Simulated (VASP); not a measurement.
# AgI (F-43m) in VASP: notebook

The runs below take AgI through vibrations by perturbation theory, with PBEsol.

All numbers are computed with VASP 6.6.1; they aren't measurements. Logs are shortened: lines on timing, memory, paths and dates and some standing lists are left out, and cuts for length are marked.

## (1) The cell of the first run

It takes space group F-43m (No. 216, cubic). The conventional cell has a = 6.418 Å, b = 6.418 Å, c = 6.418 Å, α = 90.00°, β = 90.00°, γ = 90.00°. Within 3.7 Å of Ag (site symmetry -43m) lie 4 I at 2.78 Å. Within 3.7 Å of I (site symmetry -43m) lie 4 Ag at 2.78 Å.

## (2) Vibrations by perturbation theory, PBEsol (33.04 Å³/atom)

INCAR

```
SYSTEM = AgI
PREC     = Accurate       ! precision mode
ENCUT    = 500            ! plane-wave cutoff, eV
EDIFF    = 1E-8           ! SCF threshold, eV
ISMEAR   = 0              ! smearing method
SIGMA    = 0.01           ! smearing width, eV
LREAL    = .False.        ! projectors in reciprocal space
LASPH    = .True.         ! aspherical terms in the spheres
NELM     = 120            ! most SCF steps
ALGO     = Normal         ! electronic algorithm
ISIF     = 2              ! what is computed and relaxed
LWAVE    = .False.        ! write WAVECAR
LCHARG   = .False.        ! write CHGCAR
GGA      = PS             ! functional
NBANDS   = 16             ! bands
IBRION   = 8              ! ionic algorithm
NSW      = 1              ! ionic steps
GGA_COMPAT= .False.
```

KPOINTS

```
regular mesh
0
Gamma
  6 6 6
  0 0 0
```

POSCAR

```
AgI
1.0
    0.0000000000      3.2088387183      3.2088387183
    3.2088387183      0.0000000000      3.2088387183
    3.2088387183      3.2088387183      0.0000000000
Ag I
1 1
Direct
    0.0000000000      0.0000000000      0.0000000000
    0.7500000000      0.7500000000      0.7500000000
```

Potentials or basis: VASP PAW PBE potentials, release 64 (Ag, I).

Started as:

```bash
> cat potpaw_PBE.64/Ag/POTCAR potpaw_PBE.64/I/POTCAR > POTCAR
> mpirun -np 1 vasp_std > vasp.out
```

OUTCAR:

```text
SYSTEM = AgI
   PREC = Accurate
   ENCUT = 500
   EDIFF = 1E-8
   ISMEAR = 0
   LREAL = .False.
   LASPH = .True.
   NELM = 120
   ISIF = 2
   GGA = PS
   IBRION = 8
   NSW = 1

 ion  position               nearest neighbor table
   1  0.000  0.000  0.000-   2 2.78   2 2.78   2 2.78   2 2.78
   2  0.750  0.750  0.750-   1 2.78   1 2.78   1 2.78   1 2.78

  LATTYP: Found a face centered cubic cell.
 ALAT       =     6.4176774366

  Lattice vectors:

 A1 = (   0.0000000000,   3.2088387183,   3.2088387183)
 A2 = (   3.2088387183,   0.0000000000,   3.2088387183)
 A3 = (   3.2088387183,   3.2088387183,   0.0000000000)

Analysis of symmetry for initial positions (statically):
=====================================================================
 Subroutine PRICEL returns:
 Original cell was already a primitive cell.

 Routine SETGRP: Setting up the symmetry group for a
 face centered cubic supercell.

 Subroutine GETGRP returns: Found 24 space group operations
 (whereof 24 operations were pure point group operations)
 out of a pool of 48 trial point group operations.

The static configuration has the point symmetry T_d .

Analysis of symmetry for dynamics (positions and initial velocities):
=====================================================================
 Subroutine PRICEL returns:
 Original cell was already a primitive cell.

 Routine SETGRP: Setting up the symmetry group for a
 face centered cubic supercell.

 Subroutine GETGRP returns: Found 24 space group operations
 (whereof 24 operations were pure point group operations)
 out of a pool of 48 trial point group operations.

The dynamic configuration has the point symmetry T_d .

 Subroutine INISYM returns: Found 24 space group operations
 (whereof 24 operations are pure point group operations),
 and found     1 'primitive' translations

----------------------------------------------------------------------------------------

                                     Primitive cell

  volume of cell :      66.0806

  direct lattice vectors                    reciprocal lattice vectors
     0.000000000  3.208838718  3.208838718    -0.155819611  0.155819611  0.155819611
     3.208838718  0.000000000  3.208838718     0.155819611 -0.155819611  0.155819611
     3.208838718  3.208838718  0.000000000     0.155819611  0.155819611 -0.155819611

  length of vectors
     4.537983235  4.537983235  4.537983235     0.269887483  0.269887483  0.269887483

  position of ions in fractional coordinates (direct lattice)
     0.000000000  0.000000000  0.000000000
     0.750000000  0.750000000  0.750000000

  ion indices of the primitive-cell ions
   primitive index   ion index
                 1           1
                 2           2

----------------------------------------------------------------------------------------

 KPOINTS: regular mesh

Automatic generation of k-mesh.
 Grid dimensions read from file:
 generate k-points for:    6    6    6

 Generating k-lattice:

  Cartesian coordinates                     Fractional coordinates (reciprocal lattice)
    -0.025969935  0.025969935  0.025969935     0.166666667  0.000000000  0.000000000
     0.025969935 -0.025969935  0.025969935     0.000000000  0.166666667  0.000000000
     0.025969935  0.025969935 -0.025969935     0.000000000  0.000000000  0.166666667

  Length of vectors
     0.044981247  0.044981247  0.044981247

  Shift w.r.t. Gamma in fractional coordinates (k-lattice)
     0.000000000  0.000000000  0.000000000

 Subroutine IBZKPT returns following result:
 ===========================================

 Found     16 irreducible k-points:

 Following reciprocal coordinates:
            Coordinates               Weight
  0.000000  0.000000  0.000000      1.000000
  0.166667  0.000000  0.000000      8.000000
  0.333333  0.000000  0.000000      8.000000
  0.500000  0.000000  0.000000      4.000000
  0.166667  0.166667  0.000000      6.000000
  0.333333  0.166667  0.000000     24.000000
[... 8 lines left out ...]
 -0.333333  0.333333  0.166667     24.000000
 -0.333333  0.500000  0.166667     12.000000
   k-points           NKPTS =     16   k-points in BZ     NKDIM =     16   number of bands    NBANDS=     16
   number of dos      NEDOS =    301   number of ions     NIONS =      2
   total plane-waves  NPLWV =  46656
   dimension x,y,z NGX =    36 NGY =   36 NGZ =   36
   dimension x,y,z NGXF=    72 NGYF=   72 NGZF=   72
   ions per type =               1   1
   NGX,Y,Z   is equivalent  to a cutoff of  13.19, 13.19, 13.19 a.u.
   NGXF,Y,Z  is equivalent  to a cutoff of  26.38, 26.38, 26.38 a.u.
 SYSTEM =  AgI
   PREC   = accura    normal or accurate (medium, high low for compatibility)
   ISTART =      0    job   : 0-new  1-cont  2-samecut
   ICHARG =      2    charge: 1-file 2-atom 10-const
   ISPIN  =      1    spin polarized calculation?
   LNONCOLLINEAR =      F non collinear calculations
   LSORBIT =      F    spin-orbit coupling
   LASPH  =      T    aspherical Exc in radial PAW
   ENCUT  =  500.0 eV  36.75 Ry    6.06 a.u.   8.27  8.27  8.27*2*pi/ulx,y,z
   NELM   =    120;   NELMIN=  2; NELMDL= -5     # of ELM steps
   EDIFF  = 0.1E-07   stopping-criterion for ELM
   LREAL  =      F    real-space projection
   EDIFFG = 0.1E-06   stopping-criterion for IOM
   NSW    =      1    number of steps for IOM
   IBRION =      8    ionic relax: 0-MD 1-quasi-New 2-CG
   NFREE  =      0    steps in history (QN), initial steepest desc. (CG)
   ISIF   =      2    stress and relaxation
   ISYM   =      2    0-nonsym 1-usesym 2-fastsym
   POTIM  = 0.5000    time-step for ionic-motion
   TEBEG  =    0.0;   TEEND  =   0.0 temperature during run
   PSTRESS=    0.0 pullay stress
   NELECT =      18.0000    total number of electrons
   NUPDOWN=      -1.0000    fix difference up-down
   EMIN   =  10.00;   EMAX   =-10.00  energy-range for DOS
   EFERMI =   0.00;   METHOD = LEGACY
   ISMEAR =     0;   SIGMA  =   0.01  broadening in eV -4-tet -1-fermi 0-gaus
   EFERMI_NEDOS =   21; number of points for ismear=-14 and -15
   IALGO  =     38    algorithm
   IMIX   =      4    mixing-type and parameters
     AMIX     =   0.40;   BMIX     =  1.00
     AMIX_MAG =   1.60;   BMIX_MAG =  1.00
  volume/ion in A,a.u.               =      33.04       222.97
  Fermi-wavevector in a.u.,A,eV,Ry     =   1.061226  2.005426 15.322882  1.126200
  Thomas-Fermi vector in A             =   2.196634
   LORBIT       =      0    0 simple, 1 ext, 2 COOP (PROOUT), +10 PAW based schemes
   GGA     = PS    functional components
   LHFCALC =     F    Hartree Fock is set to
   AEXX    =    0.0000 exact exchange contribution
   IVDW    =     0    specifies the selected vdW correction
   LEPSILON=     F    determine dielectric tensor
   LRPA    =     F    only Hartree local field effects (RPA)
 non-spin polarized calculation
 Gauss-broadening in eV      SIGMA  =   0.01
  energy-cutoff  :      500.00
  volume of cell :       66.08
 maximum number of plane-waves:      1694
 NGX is ok and might be reduce to    36
   NGX = 17   NGY = 17   NGZ = 17

--------------------------------------- Ionic step        1  -------------------------------------------

 number of electron      17.9999998 magnetization

 Free energy of the ion-electron system (eV)
  ---------------------------------------------------
  ext. energy  EPLUGINS =         0.00000000
  ---------------------------------------------------
  free energy    TOTEN  =        -5.45189002 eV

  energy without entropy =       -5.45189002  energy(sigma->0) =       -5.45189002

 E-fermi :   3.5142     XC(G=0):  -8.8033

 val. band max:        3.4150716367   @ k =   0.0000   0.0000   0.0000
 cond. band min:       4.6141711054   @ k =   0.0000   0.0000   0.0000
 fundamental gap:      1.1990994686
 Fermi energy:         3.5141845484

 k-point     1 :       0.0000    0.0000    0.0000
  band No.  band energies     occupation
      1      -9.6377      2.00000
      2      -1.0466      2.00000
      3      -1.0466      2.00000
      4      -1.0466      2.00000
      5       0.1663      2.00000
      6       0.1663      2.00000
[... 283 lines left out ...]
      5       0.1548      2.00000
      6       0.4290      2.00000
[... 8 lines left out ...]
     15      14.9448      0.00000
     16      15.1239      0.00000

------------------------ aborting loop because EDIFF is reached ----------------------------------------

  FORCE on cell =-STRESS in cart. coord.  units (eV):
  Direction    XX          YY          ZZ          XY          YZ          ZX
  --------------------------------------------------------------------------------------
  -------------------------------------------------------------------------------------
  Total        0.2117633      0.2117633      0.2117633      0.0000000      0.0000000     -0.0000000
  in kB        5.1343764      5.1343764      5.1343764      0.0000000      0.0000000     -0.0000000
  external PRESSURE =       5.1343764 kB  Pullay stress =       0.0000000 kB

 VOLUME and BASIS-vectors are now :
 -----------------------------------------------------------------------------
  energy-cutoff  :      500.00
  volume of cell :       66.08
      direct lattice vectors                 reciprocal lattice vectors
     0.000000000  3.208838718  3.208838718    -0.155819611  0.155819611  0.155819611
     3.208838718  0.000000000  3.208838718     0.155819611 -0.155819611  0.155819611
     3.208838718  3.208838718  0.000000000     0.155819611  0.155819611 -0.155819611

 POSITION                                       TOTAL-FORCE (eV/Angst)
 -----------------------------------------------------------------------------------
      0.00000      0.00000      0.00000        -0.000000     -0.000000     -0.000000
      4.81326      4.81326      4.81326         0.000000      0.000000      0.000000
 -----------------------------------------------------------------------------------
    total drift:                               -0.000000     -0.000000     -0.000000

  FREE ENERGIE OF THE ION-ELECTRON SYSTEM (eV)
  ---------------------------------------------------
  free  energy   TOTEN  =        -5.4518900226 eV

  energy  without entropy=       -5.4518900226  energy(sigma->0) =       -5.45189002

[... ionic steps 2 to 3 ...]

--------------------------------------- Ionic step        4  -------------------------------------------

------------------------ aborting loop because EDIFF is reached ----------------------------------------

[... ionic steps 5 to 6 ...]

--------------------------------------- Ionic step        7  -------------------------------------------

 Free energy of the ion-electron system (eV)
  ---------------------------------------------------
  ---------------------------------------------------
  free energy    TOTEN  =        -0.08103728 eV

  energy without entropy =       -0.08103728

------------------------ aborting loop because EDIFF is reached ----------------------------------------

 INTERNAL STRAIN TENSOR  FOR ION    2  DIRECTION 1   (eV/Angst):
 -----------------------------------------------------------------------------
    -0.00673  0.00000  0.00000
     0.00000  0.02005  4.52990
     0.00000  4.52990  0.02005

 INTERNAL STRAIN TENSOR FOR ION    2 for displacements in x,y,z  (eV/Angst):
          X           Y           Z          XY          YZ          ZX
  --------------------------------------------------------------------------------
  x     0.00000    -0.00000    -0.00000     0.00000     4.52990     0.00000
  y    -0.00000     0.00000     0.00000     0.00000     0.00000     4.52990
  z     0.00000    -0.00000     0.00000     4.52990     0.00000     0.00000

 SECOND DERIVATIVES (NOT SYMMETRIZED)
 ------------------------------------
               1X          1Y          1Z          2X          2Y          2Z
  1X    -2.617609    0.000000    0.000000    2.617609    0.000000    0.000000
  1Y     0.000000   -2.617609    0.000000    0.000000    2.617609    0.000000
  1Z     0.000000    0.000000   -2.617609    0.000000    0.000000    2.617609
  2X     2.630141    0.000000    0.000000   -2.630141    0.000000    0.000000
  2Y     0.000000    2.630141    0.000000    0.000000   -2.630141    0.000000
  2Z     0.000000    0.000000    2.630141    0.000000    0.000000   -2.630141

 Eigenvectors and eigenvalues of the dynamical matrix
 ----------------------------------------------------

   1 f  =    3.316040 THz    20.835293 2PiTHz  110.611182 cm-1    13.714033 meV
             X         Y         Z           dx          dy          dz
      0.000000  0.000000  0.000000     0.000000    0.734408    0.000000
      4.813258  4.813258  4.813258     0.000000   -0.678708    0.000000
[... 21 lines left out ...]
   6 f/i=    0.003947 THz     0.024801 2PiTHz    0.131665 cm-1     0.016324 meV
             X         Y         Z           dx          dy          dz
      0.000000  0.000000  0.000000     0.000000    0.000000   -0.678708
      4.813258  4.813258  4.813258     0.000000    0.000000   -0.734408

--------------------------------------------------------------------------------------------------------

 ELASTIC MODULI CONTR FROM IONIC RELAXATION (kBar)
 Direction    XX          YY          ZZ          XY          YZ          ZX
 --------------------------------------------------------------------------------
 XX          -0.0000      0.0000      0.0000     -0.0000     -0.0000      0.0000
 YY           0.0000     -0.0000     -0.0000      0.0000      0.0000     -0.0000
 ZZ           0.0000     -0.0000     -0.0000     -0.0000      0.0000     -0.0000
 XY          -0.0000      0.0000     -0.0000   -206.1930      0.0000      0.0000
 YZ          -0.0000      0.0000      0.0000      0.0000   -206.1930      0.0000
 ZX           0.0000     -0.0000     -0.0000      0.0000      0.0000   -206.1930
 --------------------------------------------------------------------------------
```

Wall time 3 min (1 thread of Intel Xeon Platinum 8375C at 2.90GHz (Ice Lake), shared host); peak memory 0.31 GiB.

What came out:

- Highest phonon frequency at Γ, LO-TO splitting left out: 111 cm⁻¹

Phonon frequencies in cm⁻¹ (negative: imaginary):
```csv
q point,frequencies
"(0.000, 0.000, 0.000)",0 0 0 111 111 111
```

Caveat: the PAW data sets were made with another functional, which shifts forces and pressure a little; spin-orbit coupling is left out, which moves the levels of the heavy elements.

[end of part 1 of 3]
